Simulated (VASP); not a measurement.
System: Ti13Be3.

```
CELL_PARAMETERS angstrom
6.14533 0.11573 -0.02475
0.11573 6.28303 -0.13496
-0.02475 -0.13496 6.34271
ATOMIC_POSITIONS crystal
Ti 0.33684 0.15725 0.09139
Ti 0.59270 0.01036 0.79307
Ti 0.33955 0.23035 0.52414
Ti 0.59004 0.90565 0.30244
Ti 0.91088 0.76274 0.00769
Ti 0.33623 0.73583 0.60029
Ti 0.60260 0.49494 0.27425
Ti 0.87758 0.20463 0.06888
Ti 0.13677 0.51759 0.26652
Ti 0.60362 0.48767 0.85006
Ti 0.14848 0.46078 0.82267
Ti 0.85449 0.22329 0.55599
Ti 0.87975 0.72375 0.57527
Be 0.32046 0.78564 0.02546
Be 0.12348 0.00057 0.77904
Be 0.08076 0.94138 0.31376
```

Base run:

```yaml
Program: VASP 6.6.1
Functional: PBE
Potentials_or_basis: VASP PAW PBE potentials, release 64 (Ti_sv, Be)
Cutoff: 400 eV
k_mesh: 1 × 1 × 1, shifted
Occupations: fermi-dirac, width 0.05 eV
Spin: no spin polarisation
```

Its results: pressure 2.2 GPa; largest force 1.545 eV/Å.

Problem. The run is repeated on the same cell with these changes: cutoff from 400 eV to 520 eV; further incar settings from LREAL = Auto; ALGO = Normal; EDIFF = 1e-06; NBANDS = 95; ISYM = -1 to LREAL = Auto; ALGO = Normal; EDIFF = 1e-07; NBANDS = 95; ISYM = 0. What comes out?

Solution. Pressure 2.8 GPa; largest force 1.542 eV/Å.

Caveats: some runs use coarse meshes; the atoms stand as in a frame of molecular dynamics.
